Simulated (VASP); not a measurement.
# P (Fd-3m) in VASP: single point with PBE

Aim: the single point of P with PBE.

All numbers are computed with VASP 6.6.1; they aren't measurements. Logs are shortened: lines on timing, memory, paths and dates and some standing lists are left out, and cuts for length are marked.

### 1 The cell of the first run

Symmetry: Fd-3m, No. 227, cubic system. The conventional cell has a = 5.313 Å, b = 5.313 Å, c = 5.313 Å, α = 90.00°, β = 90.00°, γ = 90.00°. P (site symmetry -43m) has 4 P at 2.30 Å within 3.0 Å.

This isn't the form of P at room conditions, which is orthorhombic.

### 2 Single point, PBE

INCAR reads:

```
SYSTEM = P
ALGO = Normal
EDIFF = 1E-6
ENCUT = 520
GGA = PE
ISIF = 2
ISMEAR = -1
LASPH = .TRUE.
LCHARG = .FALSE.
LREAL = .FALSE.
LWAVE = .FALSE.
NBANDS = 12
NELM = 80
PREC = Accurate
SIGMA = 0.05
```

KPOINTS reads:

```
k-points
0
G
  10 10 10
  0 0 0
```

POSCAR reads:

```
P
1.0
    0.0000000000      2.6566464230      2.6566464230
    2.6566464230      0.0000000000      2.6566464230
    2.6566464230      2.6566464230      0.0000000000
P
2
Direct
   -0.1250000000     -0.1250000000     -0.1250000000
    0.1250000000      0.1250000000      0.1250000000
```

Potentials or basis: VASP PAW PBE potentials, release 64 (P).

Run with:

```sh
$ cat potpaw_PBE.64/P/POTCAR > POTCAR
$ mpirun -np 1 vasp_std > vasp.out
```

OUTCAR:

```text
SYSTEM = P
   EDIFF = 1E-6
   ENCUT = 520
   GGA = PE
   ISIF = 2
   ISMEAR = -1
   LASPH = .TRUE.
   LREAL = .FALSE.
   NELM = 80
   PREC = Accurate

 ion  position               nearest neighbor table
   1  0.875  0.875  0.875-   2 2.30   2 2.30   2 2.30   2 2.30
   2  0.125  0.125  0.125-   1 2.30   1 2.30   1 2.30   1 2.30

  LATTYP: Found a face centered cubic cell.
 ALAT       =     5.3132928460

  Lattice vectors:

 A1 = (   0.0000000000,   2.6566464230,   2.6566464230)
 A2 = (   2.6566464230,   0.0000000000,   2.6566464230)
 A3 = (   2.6566464230,   2.6566464230,   0.0000000000)

Analysis of symmetry for initial positions (statically):
=====================================================================
 Subroutine PRICEL returns:
 Original cell was already a primitive cell.

 Routine SETGRP: Setting up the symmetry group for a
 face centered cubic supercell.

 Subroutine GETGRP returns: Found 48 space group operations
 (whereof 12 operations were pure point group operations)
 out of a pool of 48 trial point group operations.

The static configuration has the point symmetry D_3d.
 The point group associated with its full space group is O_h .

Analysis of symmetry for dynamics (positions and initial velocities):
=====================================================================
 Subroutine PRICEL returns:
 Original cell was already a primitive cell.

 Routine SETGRP: Setting up the symmetry group for a
 face centered cubic supercell.

 Subroutine GETGRP returns: Found 48 space group operations
 (whereof 12 operations were pure point group operations)
 out of a pool of 48 trial point group operations.

The dynamic configuration has the point symmetry D_3d.
 The point group associated with its full space group is O_h .

 Subroutine INISYM returns: Found 48 space group operations
 (whereof 12 operations are pure point group operations),
 and found     1 'primitive' translations

----------------------------------------------------------------------------------------

                                     Primitive cell

  volume of cell :      37.5000

  direct lattice vectors                    reciprocal lattice vectors
     0.000000000  2.656646423  2.656646423    -0.188207206  0.188207206  0.188207206
     2.656646423  0.000000000  2.656646423     0.188207206 -0.188207206  0.188207206
     2.656646423  2.656646423  0.000000000     0.188207206  0.188207206 -0.188207206

  length of vectors
     3.757065402  3.757065402  3.757065402     0.325984443  0.325984443  0.325984443

  position of ions in fractional coordinates (direct lattice)
     0.875000000  0.875000000  0.875000000
     0.125000000  0.125000000  0.125000000

  ion indices of the primitive-cell ions
   primitive index   ion index
                 1           1
                 2           2

----------------------------------------------------------------------------------------

 KPOINTS: k-points

Automatic generation of k-mesh.
 Grid dimensions read from file:
 generate k-points for:   10   10   10

 Generating k-lattice:

  Cartesian coordinates                     Fractional coordinates (reciprocal lattice)
    -0.018820721  0.018820721  0.018820721     0.100000000  0.000000000  0.000000000
     0.018820721 -0.018820721  0.018820721     0.000000000  0.100000000  0.000000000
     0.018820721  0.018820721 -0.018820721     0.000000000  0.000000000  0.100000000

  Length of vectors
     0.032598444  0.032598444  0.032598444

  Shift w.r.t. Gamma in fractional coordinates (k-lattice)
     0.000000000  0.000000000  0.000000000

 Subroutine IBZKPT returns following result:
 ===========================================

 Found     47 irreducible k-points:

 Following reciprocal coordinates:
            Coordinates               Weight
  0.000000  0.000000  0.000000      1.000000
  0.100000  0.000000  0.000000      8.000000
  0.200000  0.000000  0.000000      8.000000
  0.300000  0.000000  0.000000      8.000000
  0.400000  0.000000  0.000000      8.000000
  0.500000  0.000000  0.000000      4.000000
[... 16 lines left out ...]
  0.300000  0.300000  0.000000      6.000000
  0.400000  0.300000  0.000000     24.000000
 [... further k-points ...]
   k-points           NKPTS =     47   k-points in BZ     NKDIM =     47   number of bands    NBANDS=     12
   number of dos      NEDOS =    301   number of ions     NIONS =      2
   total plane-waves  NPLWV =  21952
   dimension x,y,z NGX =    28 NGY =   28 NGZ =   28
   dimension x,y,z NGXF=    56 NGYF=   56 NGZF=   56
   ions per type =               2
   NGX,Y,Z   is equivalent  to a cutoff of  12.39, 12.39, 12.39 a.u.
   NGXF,Y,Z  is equivalent  to a cutoff of  24.78, 24.78, 24.78 a.u.
 SYSTEM =  P
   PREC   = accura    normal or accurate (medium, high low for compatibility)
   ISTART =      0    job   : 0-new  1-cont  2-samecut
   ICHARG =      2    charge: 1-file 2-atom 10-const
   ISPIN  =      1    spin polarized calculation?
   LNONCOLLINEAR =      F non collinear calculations
   LSORBIT =      F    spin-orbit coupling
   LASPH  =      T    aspherical Exc in radial PAW
   ENCUT  =  520.0 eV  38.22 Ry    6.18 a.u.   6.99  6.99  6.99*2*pi/ulx,y,z
   NELM   =     80;   NELMIN=  2; NELMDL= -5     # of ELM steps
   EDIFF  = 0.1E-05   stopping-criterion for ELM
   LREAL  =      F    real-space projection
   EDIFFG = 0.1E-04   stopping-criterion for IOM
   NSW    =      0    number of steps for IOM
   IBRION =     -1    ionic relax: 0-MD 1-quasi-New 2-CG
   NFREE  =      0    steps in history (QN), initial steepest desc. (CG)
   ISIF   =      2    stress and relaxation
   ISYM   =      2    0-nonsym 1-usesym 2-fastsym
   POTIM  = 0.5000    time-step for ionic-motion
   TEBEG  =    0.0;   TEEND  =   0.0 temperature during run
   PSTRESS=    0.0 pullay stress
   NELECT =      10.0000    total number of electrons
   NUPDOWN=      -1.0000    fix difference up-down
   EMIN   =  10.00;   EMAX   =-10.00  energy-range for DOS
   EFERMI =   0.00;   METHOD = LEGACY
   ISMEAR =    -1;   SIGMA  =   0.05  broadening in eV -4-tet -1-fermi 0-gaus
   EFERMI_NEDOS =   21; number of points for ismear=-14 and -15
   IALGO  =     38    algorithm
   IMIX   =      4    mixing-type and parameters
     AMIX     =   0.40;   BMIX     =  1.00
     AMIX_MAG =   1.60;   BMIX_MAG =  1.00
  volume/ion in A,a.u.               =      18.75       126.53
  Fermi-wavevector in a.u.,A,eV,Ry     =   1.053734  1.991269 15.107307  1.110356
  Thomas-Fermi vector in A             =   2.188867
   LORBIT       =      0    0 simple, 1 ext, 2 COOP (PROOUT), +10 PAW based schemes
   GGA     = PE    functional components
   LHFCALC =     F    Hartree Fock is set to
   AEXX    =    0.0000 exact exchange contribution
   IVDW    =     0    specifies the selected vdW correction
   LEPSILON=     F    determine dielectric tensor
   LRPA    =     F    only Hartree local field effects (RPA)
 non-spin polarized calculation
  energy-cutoff  :      520.00
  volume of cell :       37.50
 maximum number of plane-waves:      1025
   NGX = 13   NGY = 13   NGZ = 13

 number of electron      10.0000000 magnetization

 number of electron       9.9999999 magnetization

 Free energy of the ion-electron system (eV)
  ---------------------------------------------------
  ext. energy  EPLUGINS =         0.00000000
  ---------------------------------------------------
  free energy    TOTEN  =        -9.60236619 eV

  energy without entropy =       -9.59184305  energy(sigma->0) =       -9.59710462

 E-fermi :   6.9147     XC(G=0):  -9.9397

 val. band max:        6.8300991630   @ k =   0.2000   0.1000   0.0000
 cond. band min:       6.9468666536   @ k =   0.0000   0.0000   0.0000
 fundamental gap:      0.1167674906
 Fermi energy:         6.9147397901

 k-point     1 :       0.0000    0.0000    0.0000
  band No.  band energies     occupation
      1      -8.8148      2.00000
      2       3.6769      2.00000
      3       3.6769      2.00000
      4       3.6769      2.00000
      5       4.3260      2.00000
      6       6.9469      0.68935
      7       6.9469      0.68935
      8       6.9469      0.68934
      9      13.1830      0.00000
     10      13.6718      0.00000
     11      13.6718      0.00000
     12      17.3751      0.00000

 k-point     2 :       0.1000    0.0000    0.0000
  band No.  band energies     occupation
      1      -8.6906      2.00000
      2       2.1028      2.00000
      3       3.5135      2.00000
      4       3.5135      2.00000
      5       5.3005      2.00000
      6       7.1979      0.00691
      7       7.1979      0.00691
      8       7.3958      0.00013
      9      13.3628      0.00000
     10      13.3628      0.00000
     11      13.6657      0.00000
     12      16.9901      0.00000

 k-point     3 :       0.2000    0.0000    0.0000
  band No.  band energies     occupation
      1      -8.3267      2.00000
      2       0.2338      2.00000
      3       3.1714      2.00000
      4       3.1714      2.00000
      5       5.3499      2.00000
      6       7.7133      0.00000
      7       7.7133      0.00000
      8       8.9371      0.00000
      9      13.0488      0.00000
     10      13.0488      0.00000
     11      14.5403      0.00000
     12      16.7592      0.00000
[... 286 lines left out ...]
 k-point    23 :       0.3000    0.3000    0.0000
  band No.  band energies     occupation
      1      -7.3483      2.00000
      2      -1.6670      2.00000
      3       1.7403      2.00000
      4       1.7403      2.00000
      5       5.5541      2.00000
      6       7.0341      0.16818
      7      10.6625      0.00000
      8      10.6625      0.00000
      9      12.4607      0.00000
     10      15.4549      0.00000
     11      17.1806      0.00000
     12      19.0550      0.00000

 k-point    24 :       0.4000    0.3000    0.0000
  band No.  band energies     occupation
      1      -6.7779      2.00000
      2      -2.6257      2.00000
      3       1.2312      2.00000
      4       1.5417      2.00000
      5       5.7489      2.00000
      6       6.9486      0.67415
      7      10.8819      0.00000
      8      11.2288      0.00000
      9      13.9596      0.00000
     10      16.2818      0.00000
     11      16.7706      0.00000
     12      18.0713      0.00000

 [... further k-points ...]

------------------------ aborting loop because EDIFF is reached ----------------------------------------

  FORCE on cell =-STRESS in cart. coord.  units (eV):
  Direction    XX          YY          ZZ          XY          YZ          ZX
  --------------------------------------------------------------------------------------
  -------------------------------------------------------------------------------------
  Total        1.0399463      1.0399463      1.0399463     -0.0000000     -0.0000000     -0.0000000
  in kB       44.4314245     44.4314245     44.4314245     -0.0000000     -0.0000000     -0.0000000
  external PRESSURE =      44.4314245 kB  Pullay stress =       0.0000000 kB

 VOLUME and BASIS-vectors are now :
 -----------------------------------------------------------------------------
  energy-cutoff  :      520.00
  volume of cell :       37.50
      direct lattice vectors                 reciprocal lattice vectors
     0.000000000  2.656646423  2.656646423    -0.188207206  0.188207206  0.188207206
     2.656646423  0.000000000  2.656646423     0.188207206 -0.188207206  0.188207206
     2.656646423  2.656646423  0.000000000     0.188207206  0.188207206 -0.188207206

 POSITION                                       TOTAL-FORCE (eV/Angst)
 -----------------------------------------------------------------------------------
      4.64913      4.64913      4.64913         0.000000     -0.000000     -0.000000
      0.66416      0.66416      0.66416        -0.000000      0.000000      0.000000
 -----------------------------------------------------------------------------------
    total drift:                               -0.000000     -0.000000     -0.000000

  FREE ENERGIE OF THE ION-ELECTRON SYSTEM (eV)
  ---------------------------------------------------
  free  energy   TOTEN  =        -9.6023661928 eV

  energy  without entropy=       -9.5918430519  energy(sigma->0) =       -9.59710462
```

It took 33 s on 1 thread of AMD EPYC 7R13, shared host; peak memory 0.12 GiB.

Results:

| Quantity | Value |
| --- | --- |
| Free energy | -9.6024 eV |
| Pressure | 4.4 GPa |
| Band gap on the k mesh | zero (bands 5 and 6 overlap by 2.43 eV) |

Caveat: the cell stands under pressure.
